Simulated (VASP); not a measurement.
# Mg (P6_3/mmc) in VASP: notebook

Runs on Mg. Level: r2SCAN. Tasks: single point.

Program: VASP 6.6.1. These are calculated values, not measurements. Logs are shortened: lines on timing, memory, paths and dates and some standing lists are left out, and cuts for length are marked.

### 1 The cell of the first run

Symmetry: P6_3/mmc, No. 194, hexagonal system. The conventional cell has a = 3.135 Å, b = 3.135 Å, c = 5.068 Å, α = 90.00°, β = 90.00°, γ = 120.00°. Within 4.1 Å of Mg (site symmetry -6m2) lie 12 Mg at 3.11 to 3.13 Å.

### 2 Single point, r2SCAN

Input file POSCAR:

```
Mg
1.0
    3.1348800090      0.0000000000      0.0000000000
   -1.5674400045      2.7148857256      0.0000000000
    0.0000000000      0.0000000000      5.0679788061
Mg
2
Direct
    0.3333333333      0.6666666667      0.2500000000
    0.6666666667      0.3333333333      0.7500000000
```

Input file INCAR.step1:

```
  PREC = Accurate
  ENCUT = 520
  ISMEAR = -1
  SIGMA = 0.1
  LREAL = F
  LASPH = T
  NELM = 100
  NBANDS = 9
  GGA = PE
  ALGO = Normal
  EDIFF = 1E-4
  LWAVE = T
  LCHARG = F
```

Input file INCAR.step2:

```
  PREC = Accurate
  ENCUT = 520
  EDIFF = 1E-7
  ISMEAR = -1
  SIGMA = 0.1
  LREAL = F
  LASPH = T
  NELM = 100
  ALGO = Normal
  ISIF = 2
  LWAVE = F
  LCHARG = T
  METAGGA = R2SCAN
  LMIXTAU = T
  LELF = T
  LVHAR = T
  NBANDS = 9
  ISTART = 1
```

Input file KPOINTS:

```
Automatic mesh
0
Gamma
  18 18 10
```

Potentials or basis: VASP PAW PBE potentials, release 64 (Mg).

The run is started by

```console
cat potpaw_PBE.64/Mg/POTCAR > POTCAR
cp INCAR.step1 INCAR
mpirun -np 1 vasp_std > vasp.out
cp INCAR.step2 INCAR
mpirun -np 1 vasp_std > vasp.out
```

OUTCAR:

```text
PREC = Accurate
   ENCUT = 520
   EDIFF = 1E-7
   ISMEAR = -1
   LREAL = F
   LASPH = T
   NELM = 100
   ISIF = 2
   METAGGA = R2SCAN
   ISTART = 1

 ion  position               nearest neighbor table
   1  0.333  0.667  0.250-   2 3.11   2 3.11   2 3.11   2 3.11   2 3.11   2 3.11
   2  0.667  0.333  0.750-   1 3.11   1 3.11   1 3.11   1 3.11   1 3.11   1 3.11

  LATTYP: Found a hexagonal cell.
 ALAT       =     3.1348800090
 C/A-ratio  =     1.6166420378

  Lattice vectors:

 A1 = (   3.1348800090,   0.0000000000,   0.0000000000)
 A2 = (  -1.5674400045,   2.7148857256,   0.0000000000)
 A3 = (   0.0000000000,   0.0000000000,   5.0679788061)

Analysis of symmetry for initial positions (statically):
=====================================================================
 Subroutine PRICEL returns:
 Original cell was already a primitive cell.

 Routine SETGRP: Setting up the symmetry group for a
 hexagonal supercell.

 Subroutine GETGRP returns: Found 24 space group operations
 (whereof 12 operations were pure point group operations)
 out of a pool of 24 trial point group operations.

The static configuration has the point symmetry D_3d.
 The point group associated with its full space group is D_6h.

Analysis of symmetry for dynamics (positions and initial velocities):
=====================================================================
 Subroutine PRICEL returns:
 Original cell was already a primitive cell.

 Routine SETGRP: Setting up the symmetry group for a
 hexagonal supercell.

 Subroutine GETGRP returns: Found 24 space group operations
 (whereof 12 operations were pure point group operations)
 out of a pool of 24 trial point group operations.

The dynamic configuration has the point symmetry D_3d.
 The point group associated with its full space group is D_6h.

 Subroutine INISYM returns: Found 24 space group operations
 (whereof 12 operations are pure point group operations),
 and found     1 'primitive' translations

----------------------------------------------------------------------------------------

                                     Primitive cell

  volume of cell :      43.1328

  direct lattice vectors                    reciprocal lattice vectors
     3.134880009  0.000000000  0.000000000     0.318991476  0.184169814  0.000000000
    -1.567440005  2.714885726  0.000000000     0.000000000  0.368339629  0.000000000
     0.000000000  0.000000000  5.067978806     0.000000000  0.000000000  0.197317321

  length of vectors
     3.134880009  3.134880009  5.067978806     0.368339629  0.368339629  0.197317321

  position of ions in fractional coordinates (direct lattice)
     0.333333333  0.666666667  0.250000000
     0.666666667  0.333333333  0.750000000

  ion indices of the primitive-cell ions
   primitive index   ion index
                 1           1
                 2           2

----------------------------------------------------------------------------------------

 KPOINTS: Automatic mesh

Automatic generation of k-mesh.
 Grid dimensions read from file:
 generate k-points for:   18   18   10

 Generating k-lattice:

  Cartesian coordinates                     Fractional coordinates (reciprocal lattice)
     0.017721749  0.010231656  0.000000000     0.055555556  0.000000000  0.000000000
     0.000000000  0.020463313  0.000000000     0.000000000  0.055555556  0.000000000
     0.000000000  0.000000000  0.019731732     0.000000000  0.000000000  0.100000000

  Length of vectors
     0.020463313  0.020463313  0.019731732

  Shift w.r.t. Gamma in fractional coordinates (k-lattice)
     0.000000000  0.000000000  0.000000000

 Subroutine IBZKPT returns following result:
 ===========================================

 Found    222 irreducible k-points:

 Following reciprocal coordinates:
            Coordinates               Weight
  0.000000  0.000000  0.000000      1.000000
  0.055556  0.000000  0.000000      6.000000
  0.111111  0.000000  0.000000      6.000000
  0.166667  0.000000  0.000000      6.000000
  0.222222  0.000000  0.000000      6.000000
  0.277778  0.000000  0.000000      6.000000
[... 16 lines left out ...]
  0.333333  0.111111  0.000000     12.000000
  0.388889  0.111111  0.000000     12.000000
 [... further k-points ...]
   k-points           NKPTS =    222   k-points in BZ     NKDIM =    222   number of bands    NBANDS=      9
   number of dos      NEDOS =    301   number of ions     NIONS =      2
   total plane-waves  NPLWV =  23040
   dimension x,y,z NGX =    24 NGY =   24 NGZ =   40
   dimension x,y,z NGXF=    48 NGYF=   48 NGZF=   80
   ions per type =               2
   NGX,Y,Z   is equivalent  to a cutoff of  12.73, 12.73, 13.12 a.u.
   NGXF,Y,Z  is equivalent  to a cutoff of  25.45, 25.45, 26.24 a.u.
 SYSTEM =  unknown system
   PREC   = accura    normal or accurate (medium, high low for compatibility)
   ISTART =      1    job   : 0-new  1-cont  2-samecut
   ICHARG =      0    charge: 1-file 2-atom 10-const
   ISPIN  =      1    spin polarized calculation?
   LNONCOLLINEAR =      F non collinear calculations
   LSORBIT =      F    spin-orbit coupling
   LASPH  =      T    aspherical Exc in radial PAW
   ENCUT  =  520.0 eV  38.22 Ry    6.18 a.u.   5.83  5.83  9.42*2*pi/ulx,y,z
   NELM   =    100;   NELMIN=  2; NELMDL=  0     # of ELM steps
   EDIFF  = 0.1E-06   stopping-criterion for ELM
   LREAL  =      F    real-space projection
   EDIFFG = 0.1E-05   stopping-criterion for IOM
   NSW    =      0    number of steps for IOM
   IBRION =     -1    ionic relax: 0-MD 1-quasi-New 2-CG
   NFREE  =      0    steps in history (QN), initial steepest desc. (CG)
   ISIF   =      2    stress and relaxation
   ISYM   =      2    0-nonsym 1-usesym 2-fastsym
   POTIM  = 0.5000    time-step for ionic-motion
   TEBEG  =    0.0;   TEEND  =   0.0 temperature during run
   PSTRESS=    0.0 pullay stress
   NELECT =       4.0000    total number of electrons
   NUPDOWN=      -1.0000    fix difference up-down
   EMIN   =  10.00;   EMAX   =-10.00  energy-range for DOS
   EFERMI =   0.00;   METHOD = LEGACY
   ISMEAR =    -1;   SIGMA  =   0.10  broadening in eV -4-tet -1-fermi 0-gaus
   EFERMI_NEDOS =   21; number of points for ismear=-14 and -15
   IALGO  =     38    algorithm
   IMIX   =      4    mixing-type and parameters
     AMIX     =   0.40;   BMIX     =  1.00
     AMIX_MAG =   1.60;   BMIX_MAG =  1.00
  volume/ion in A,a.u.               =      21.57       145.54
  Fermi-wavevector in a.u.,A,eV,Ry     =   0.741013  1.400311  7.470960  0.549100
  Thomas-Fermi vector in A             =   1.835552
   LORBIT       =      0    0 simple, 1 ext, 2 COOP (PROOUT), +10 PAW based schemes
   METAGGA = R2SCAN    functional components
   LHFCALC =     F    Hartree Fock is set to
   AEXX    =    0.0000 exact exchange contribution
   IVDW    =     0    specifies the selected vdW correction
   LEPSILON=     F    determine dielectric tensor
   LRPA    =     F    only Hartree local field effects (RPA)
 non-spin polarized calculation
  energy-cutoff  :      520.00
  volume of cell :       43.13
 maximum number of plane-waves:      1182
 NGX is ok and might be reduce to    24
   NGX = 11   NGY = 11   NGZ = 19

 number of electron       4.0000000 magnetization

 Free energy of the ion-electron system (eV)
  ---------------------------------------------------
  ext. energy  EPLUGINS =         0.00000000
  ---------------------------------------------------
  free energy    TOTEN  =        -8.29981582 eV

  energy without entropy =       -8.27698677  energy(sigma->0) =       -8.28840130

 E-fermi :   2.9802     XC(G=0):  -9.2437

 val. band max:        2.9690030090   @ k =   0.4444   0.0000   0.4000
 cond. band min:       2.9850993670   @ k =   0.1667   0.1111   0.0000
 fundamental gap:      0.0160963579
 Fermi energy:         2.9802255121

 k-point     1 :       0.0000    0.0000    0.0000
  band No.  band energies     occupation
      1      -4.6904      2.00000
      2       0.9932      2.00000
      3       1.8272      1.99998
      4      15.0073      0.00000
      5      15.0073      0.00000
      6      15.2892      0.00000
      7      15.2892      0.00000
      8      15.9796      0.00000
      9      17.9965      0.00000

 k-point     2 :       0.0556    0.0000    0.0000
  band No.  band energies     occupation
      1      -4.6232      2.00000
      2       1.0548      2.00000
      3       1.8908      1.99996
      4      13.4931      0.00000
      5      14.2065      0.00000
      6      15.0311      0.00000
      7      16.1716      0.00000
      8      16.7535      0.00000
      9      18.5754      0.00000

 k-point     3 :       0.1111    0.0000    0.0000
  band No.  band energies     occupation
      1      -4.4218      2.00000
      2       1.2397      2.00000
      3       2.0801      1.99975
      4      11.6176      0.00000
      5      13.3819      0.00000
      6      14.1665      0.00000
      7      16.7597      0.00000
      8      17.0529      0.00000
      9      17.1763      0.00000

 k-point     4 :       0.1667    0.0000    0.0000
  band No.  band energies     occupation
      1      -4.0872      2.00000
      2       1.5481      2.00000
      3       2.3902      1.99454
      4       9.7857      0.00000
      5      12.6623      0.00000
      6      13.2131      0.00000
      7      14.9254      0.00000
      8      16.3521      0.00000
      9      17.5652      0.00000

 k-point     5 :       0.2222    0.0000    0.0000
  band No.  band energies     occupation
      1      -3.6207      2.00000
      2       1.9803      1.99991
      3       2.8087      1.69497
      4       8.0547      0.00000
      5      12.0526      0.00000
      6      12.2325      0.00000
      7      13.1575      0.00000
      8      15.2831      0.00000
      9      16.8770      0.00000

 k-point     6 :       0.2778    0.0000    0.0000
  band No.  band energies     occupation
      1      -3.0245      2.00000
      2       2.5365      1.97662
      3       3.2964      0.08130
      4       6.4746      0.00000
      5      11.2163      0.00000
      6      11.4908      0.00000
      7      11.5538      0.00000
      8      14.3102      0.00000
      9      16.3039      0.00000
[... 169 lines left out ...]
 k-point    21 :       0.2222    0.1111    0.0000
  band No.  band energies     occupation
      1      -2.8266      2.00000
      2       2.7221      1.85934
      3       3.4641      0.01571
      4       6.6072      0.00000
      5       8.7747      0.00000
      6      11.6570      0.00000
      7      12.7779      0.00000
      8      13.9684      0.00000
      9      15.1907      0.00000

 k-point    22 :       0.2778    0.1111    0.0000
  band No.  band energies     occupation
      1      -2.1049      2.00000
      2       3.4029      0.02877
      3       3.7909      0.00060
      4       5.3996      0.00000
      5       8.2763      0.00000
      6      10.1182      0.00000
      7      11.5503      0.00000
      8      13.5108      0.00000
      9      14.8582      0.00000

 k-point    23 :       0.3333    0.1111    0.0000
  band No.  band energies     occupation
      1      -1.2601      2.00000
      2       3.1333      0.35563
      3       4.2083      0.00001
      4       5.3634      0.00000
      5       7.8422      0.00000
      6       8.6923      0.00000
      7      10.4718      0.00000
      8      13.1881      0.00000
      9      14.6076      0.00000

 k-point    24 :       0.3889    0.1111    0.0000
  band No.  band energies     occupation
      1      -0.2983      2.00000
      2       1.9546      1.99993
      3       5.1368      0.00000
      4       6.0008      0.00000
      5       7.3868      0.00000
      6       7.3893      0.00000
      7       9.6850      0.00000
      8      12.9954      0.00000
      9      14.4534      0.00000

 [... further k-points ...]

------------------------ aborting loop because EDIFF is reached ----------------------------------------

  FORCE on cell =-STRESS in cart. coord.  units (eV):
  Direction    XX          YY          ZZ          XY          YZ          ZX
  --------------------------------------------------------------------------------------
  -------------------------------------------------------------------------------------
  Total        0.4641242      0.4641242      0.4593821      0.0000000      0.0000000      0.0000000
  in kB       17.2400122     17.2400122     17.0638631      0.0000000      0.0000000      0.0000000
  external PRESSURE =      17.1812959 kB  Pullay stress =       0.0000000 kB

 VOLUME and BASIS-vectors are now :
 -----------------------------------------------------------------------------
  energy-cutoff  :      520.00
  volume of cell :       43.13
      direct lattice vectors                 reciprocal lattice vectors
     3.134880009  0.000000000  0.000000000     0.318991476  0.184169814  0.000000000
    -1.567440005  2.714885726  0.000000000     0.000000000  0.368339629  0.000000000
     0.000000000  0.000000000  5.067978806     0.000000000  0.000000000  0.197317321

 POSITION                                       TOTAL-FORCE (eV/Angst)
 -----------------------------------------------------------------------------------
     -0.00000      1.80992      1.26699         0.000000      0.000000      0.000000
      1.56744      0.90496      3.80098        -0.000000      0.000000      0.000000
 -----------------------------------------------------------------------------------
    total drift:                               -0.000000      0.000000     -0.000000

  FREE ENERGIE OF THE ION-ELECTRON SYSTEM (eV)
  ---------------------------------------------------
  free  energy   TOTEN  =        -8.2998158211 eV

  energy  without entropy=       -8.2769867696  energy(sigma->0) =       -8.28840130
```

Run time: 2.4 min. Hardware: 1 thread of Intel Xeon Platinum 8488C (Sapphire Rapids), shared host; peak memory 0.22 GiB.

What came out:

- Free energy: -8.2998 eV
- Pressure: 1.7 GPa
- Band gap on the k mesh: zero (bands 2 and 3 overlap by 2.13 eV)

Levels at points of the mesh, in eV from the Fermi level:
```tsv
k point	band 1	band 2	band 3	band 4	band 5	band 6
(0.00, 0.00, 0.00)	-7.67	-1.99	-1.15	12.03	12.03	12.31
(0.50, 0.00, 0.00)	-2.49	-2.28	2.92	3.15	3.80	4.19
(0.00, 0.00, 0.50)	-6.12	-6.12	5.66	5.66	12.80	12.80
(0.50, 0.00, 0.50)	-1.33	-1.33	-0.38	-0.38	8.75	8.75
```

Caveat: the PAW data sets were made with another functional, which shifts forces and pressure a little.

(Part 1 of 2 ends here.)

The gap in the log of VASP goes by the Fermi energy; the results here count the filled bands.